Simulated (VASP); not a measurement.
Pb:

```
CELL_PARAMETERS angstrom
-1.97966 1.97966 1.97966
1.97966 -1.97966 1.97966
1.97966 1.97966 -1.97966
ATOMIC_POSITIONS crystal
Pb 0.00000 0.00000 0.00000
```

Base run:

| Quantity | Value |
| --- | --- |
| Program | VASP 6.6.1 |
| Functional | PBEsol |
| Potentials or basis | VASP PAW PBE potentials, release 64 (Pb_d) |
| Cutoff | 520 eV |
| k mesh | 13 × 13 × 13 |
| Occupations | fermi-dirac, width 0.08 eV |
| Spin | no spin polarisation |

Its results: band gap on the k mesh zero (band 7 reaches 14.28 eV, above the bottom of band 8 at 4.95 eV); pressure -1.7 GPa.

Question: The run is repeated on the same cell with these changes: functional from PBEsol to PBE. What comes out?

Answer: Band gap on the k mesh zero (band 7 reaches 14.46 eV, above the bottom of band 8 at 5.15 eV); pressure 1.1 GPa.

PBE binds less tightly than PBEsol, so the same cell stands under more pressure.

Caveats: spin-orbit coupling is left out, which moves the levels of the heavy elements; the PAW data sets were made with another functional, which shifts forces and pressure a little (some runs).
